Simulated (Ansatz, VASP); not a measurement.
**CdTe in VASP and in Ansatz**

```
Cd Te
1.0
     0.00000    3.41123    3.14777
     3.14777    0.00000    3.14777
     3.14777    3.41123    0.00000
Cd Te
1 1
Direct
  0.00000 0.00000 0.00000
  0.75000 0.75000 0.75000
```

Alike in both runs: task single point; functional LDA; k mesh 8 × 8 × 8; occupations gaussian, width 0.05 eV; no spin polarisation.

|  | VASP | Ansatz |
| --- | --- | --- |
| version | VASP 6.6.1 | Ansatz 0.2.0 |
| potentials or method | VASP PAW LDA potentials, release 64 (Cd, Te), cutoff 520 eV | scalar-relativistic, plane waves, PAW |
| valence electrons in the cell | 18 | 36 |

|  | VASP | Ansatz | Ansatz less VASP |
| --- | --- | --- | --- |
| gap on the k mesh at the Fermi level (eV) | 0.45 | 0.41 | -0.041 |
| least direct gap on the mesh (eV) | 0.45 | 0.41 | -0.041 |
| pressure (GPa) | -1.0 | -1.3 | -0.24 |
| traceless stress, the component that is largest in VASP (GPa) | -1.19 | -1.20 | -0.011 |

LDA's correlation is that of Perdew and Zunger in VASP and of Perdew and Wang (1992) in Ansatz. VASP's potentials hold 18 valence electrons a cell and Ansatz's 36, so a difference there can come from the potentials and not from the codes.

Neither program's run includes spin-orbit coupling.
